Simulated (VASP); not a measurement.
# Pd (Fm-3m) in VASP: a series of runs, part 2 of 2

VASP 6.6.1.

**3. Single point, PBE**

This run uses another cell than the first one, of 15.19 Å³/atom, 1.030 times its volume.

Contents of INCAR:

```
SYSTEM = Pd
PREC = Accurate
ENCUT = 520
EDIFF = 1E-6
ISMEAR = 0
SIGMA = 0.1
LREAL = .FALSE.
LASPH = .TRUE.
NELM = 80
ALGO = Normal
ISIF = 2
LWAVE = .FALSE.
LCHARG = .FALSE.
GGA = PE
NBANDS = 11
```

Contents of KPOINTS:

```
regular mesh
0
G
  10 10 10
  0 0 0
```

Contents of POSCAR:

```
Pd
1.0
    0.0000000000      1.9657735307      1.9657735307
    1.9657735307      0.0000000000      1.9657735307
    1.9657735307      1.9657735307      0.0000000000
Pd
1
Direct
    0.0000000000      0.0000000000      0.0000000000
```

Potentials or basis: VASP PAW PBE potentials, release 64 (Pd).

The run is started by

```sh
cat potpaw_PBE.64/Pd/POTCAR > POTCAR
mpirun -np 1 vasp_std > vasp.out
```

OUTCAR:

```text
SYSTEM = Pd
   PREC = Accurate
   ENCUT = 520
   EDIFF = 1E-6
   ISMEAR = 0
   LREAL = .FALSE.
   LASPH = .TRUE.
   NELM = 80
   ISIF = 2
   GGA = PE

 ion  position               nearest neighbor table
   1  0.000  0.000  0.000-

  LATTYP: Found a face centered cubic cell.
 ALAT       =     3.9315470614

  Lattice vectors:

 A1 = (   0.0000000000,   1.9657735307,   1.9657735307)
 A2 = (   1.9657735307,   0.0000000000,   1.9657735307)
 A3 = (   1.9657735307,   1.9657735307,   0.0000000000)

Analysis of symmetry for initial positions (statically):
=====================================================================
 Subroutine PRICEL returns:
 Original cell was already a primitive cell.

 Routine SETGRP: Setting up the symmetry group for a
 face centered cubic supercell.

 Subroutine GETGRP returns: Found 48 space group operations
 (whereof 48 operations were pure point group operations)
 out of a pool of 48 trial point group operations.

The static configuration has the point symmetry O_h .

Analysis of symmetry for dynamics (positions and initial velocities):
=====================================================================
 Subroutine PRICEL returns:
[... 161 lines left out ...]
 cond. band min:       9.3250485788   @ k =   0.5000   0.2000   0.0000
 fundamental gap:      0.0361849592
 Fermi energy:         9.2982670215

 k-point     1 :       0.0000    0.0000    0.0000
  band No.  band energies     occupation
      1       2.3790      2.00000
      2       6.5887      2.00000
      3       6.5887      2.00000
      4       6.5887      2.00000
      5       8.1220      2.00000
      6       8.1220      2.00000
      7      26.4668      0.00000
      8      31.0744      0.00000
      9      31.0744      0.00000
     10      31.0744      0.00000
     11      35.6115      0.00000
[... 309 lines left out ...]
 k-point    24 :       0.4000    0.3000    0.0000
  band No.  band energies     occupation
      1       4.6841      2.00000
      2       4.9499      2.00000
      3       7.9361      2.00000
      4       8.3890      2.00000
      5       9.2037      1.81908
      6      10.3593      0.00000
      7      22.7500      0.00000
      8      24.2803      0.00000
      9      24.6733      0.00000
     10      29.7830      0.00000
     11      32.0316      0.00000

 [... further k-points ...]
[... 5 lines left out ...]
  --------------------------------------------------------------------------------------
  -------------------------------------------------------------------------------------
  Total        0.0905394      0.0905394      0.0905394     -0.0000000      0.0000000      0.0000000
  in kB        9.5481203      9.5481203      9.5481203     -0.0000000      0.0000000      0.0000000
  external PRESSURE =       9.5481203 kB  Pullay stress =       0.0000000 kB

 VOLUME and BASIS-vectors are now :
 -----------------------------------------------------------------------------
  energy-cutoff  :      520.00
  volume of cell :       15.19
      direct lattice vectors                 reciprocal lattice vectors
     0.000000000  1.965773531  1.965773531    -0.254352799  0.254352799  0.254352799
     1.965773531  0.000000000  1.965773531     0.254352799 -0.254352799  0.254352799
     1.965773531  1.965773531  0.000000000     0.254352799  0.254352799 -0.254352799

 POSITION                                       TOTAL-FORCE (eV/Angst)
 -----------------------------------------------------------------------------------
      0.00000      0.00000      0.00000         0.000000     -0.000000      0.000000
 -----------------------------------------------------------------------------------
    total drift:                               -0.000000      0.000000      0.000000

  FREE ENERGIE OF THE ION-ELECTRON SYSTEM (eV)
  ---------------------------------------------------
  free  energy   TOTEN  =        -5.2345025088 eV

  energy  without entropy=       -5.2251608360  energy(sigma->0) =       -5.22983167
```

OSZICAR:

```text
N       E                     dE             d eps       ncg     rms          rms(c)
DAV:   1     0.444294030599E+02    0.44429E+02   -0.51999E+03  1034   0.851E+02
DAV:   2    -0.491932185449E+01   -0.49349E+02   -0.47536E+02  1154   0.183E+02
DAV:   3    -0.549621248327E+01   -0.57689E+00   -0.57056E+00  1252   0.216E+01
DAV:   4    -0.549869897459E+01   -0.24865E-02   -0.24862E-02  1231   0.147E+00
DAV:   5    -0.549872561747E+01   -0.26643E-04   -0.26643E-04  1358   0.140E-01    0.710E+00
DAV:   6    -0.524701460071E+01    0.25171E+00   -0.10486E+00  1250   0.829E+00    0.345E+00
DAV:   7    -0.523770728608E+01    0.93073E-02   -0.14242E-02  1354   0.875E-01    0.181E+00
DAV:   8    -0.523450759322E+01    0.31997E-02   -0.10089E-03  1273   0.249E-01    0.832E-02
DAV:   9    -0.523449839119E+01    0.92020E-05   -0.34260E-05  1297   0.514E-02    0.219E-02
DAV:  10    -0.523450295301E+01   -0.45618E-05   -0.31876E-06  1273   0.165E-02    0.504E-03
DAV:  11    -0.523450250885E+01    0.44416E-06   -0.39353E-08   820   0.190E-03
   1 F= -.52345025E+01 E0= -.52298317E+01  d E =-.934167E-02
```

Wall time 9.7 s (1 thread of Intel Xeon 6975P-C, shared host); peak memory 0.14 GiB.

What came out:

```yaml
Free_energy: -5.2345 eV
Pressure: 1.0 GPa
Band_gap_on_the_k_mesh: zero (band 5 reaches 9.57 eV, above the bottom of band 6 at 8.07 eV)
```

**4. Single point, PBE**

This run uses another cell than the first one, of 15.64 Å³/atom, 1.060 times its volume.

Contents of INCAR:

```
ALGO = Normal ; EDIFF = 1E-6
ENCUT = 520 ; GGA = PE
ISIF = 2 ; ISMEAR = 0
LASPH = T ; LCHARG = T
LELF = T ; LREAL = F
LVHAR = T ; LWAVE = F
NBANDS = 11 ; NELM = 80
PREC = Accurate ; SIGMA = 0.1
```

Contents of KPOINTS:

```
k-points
0
Gamma
  10 10 10
```

Contents of POSCAR:

```
Pd
1.0
    0.0000000000      1.9846763588      1.9846763588
    1.9846763588      0.0000000000      1.9846763588
    1.9846763588      1.9846763588      0.0000000000
Pd
1
Direct
    0.0000000000      0.0000000000      0.0000000000
```

The run is started by

```sh
cat potpaw_PBE.64/Pd/POTCAR > POTCAR
mpirun -np 1 vasp_std > vasp.out
```

Wall time 13 s (1 thread of Intel Xeon 6975P-C, shared host); peak memory 0.14 GiB.

It converged, with:

```yaml
Free_energy: -5.2308 eV
Pressure: -3.7 GPa
Band_gap_on_the_k_mesh: zero (band 5 reaches 9.09 eV, above the bottom of band 6 at 7.67 eV)
```

Levels at points of the mesh, in eV from the Fermi level:
```
           k point  band 2  band 3  band 4  band 5  band 6  band 7  band 8  band 9
(0.00, 0.00, 0.00)   -2.58   -2.58   -2.58   -1.12   -1.12   17.15   21.59   21.59
(0.50, 0.00, 0.00)   -2.62   -2.62   -0.03   -0.03    1.14    6.87   16.49   20.53
(0.50, 0.50, 0.00)   -4.65   -0.06    0.26    0.26    3.35   10.18   12.89   12.89
```

**5. The runs side by side**

```csv
cell,gap on the mesh (eV),pressure (GPa)
"a = 2.753 Å, angles 60.0°, 1 atom",none,6.6
"a = 2.780 Å, angles 60.0°, 1 atom",none,1.0
"a = 2.807 Å, angles 60.0°, 1 atom",none,-3.7
```

Alike in all rows: task single point; level PBE; potentials or basis VASP PAW PBE potentials, release 64 (Pd); no spin polarisation; k mesh 10 × 10 × 10; cutoff (eV) 520; smearing gaussian 0.1 eV.

Total energies depend on the potentials used, so only differences within one code and one set of settings carry meaning.
